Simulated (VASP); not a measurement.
InO, 4 atoms in the cell. The cell holds a slab with vacuum, 4 atoms: a = 3.281 Å, b = 3.281 Å, c = 15.877 Å, α = 90.00°, β = 90.00°, γ = 120.00°.  This cell differs from its parent crystal: strain -0.050 along x and y, +0.000 along z.

* Program: VASP 6.6.1
* Task: single point
* Functional: LDA
* Potentials or basis: VASP PAW LDA potentials, release 64 (In_d, O)
* Cutoff: 520 eV
* k mesh: 12 × 12 × 2
* Occupations: gaussian, width 0.03 eV
* Spin: no spin polarisation
* Dipole correction: no
* Further INCAR settings: ALGO = Normal; EDIFF = 1e-07; NBANDS = 27

Potentials or basis: VASP PAW LDA potentials, release 64 (In_d, O).

Command:

```bash
$ cat potpaw_LDA.64/In_d/POTCAR potpaw_LDA.64/O/POTCAR > POTCAR
$ mpirun -np 1 vasp_std > vasp.out
```

Hardware: 1 thread of Intel(R) Xeon(R) Platinum 8259CL CPU @ 2.50GHz (Skylake/Cascade Lake), with other jobs on the host.

Estimate the wall time of this run.

Wall time 2.4 min on 1 thread of Intel(R) Xeon(R) Platinum 8259CL CPU @ 2.50GHz (Skylake/Cascade Lake), on a shared host, peak memory 0.28 GiB. Counts: scf iterations 22, k points 38.
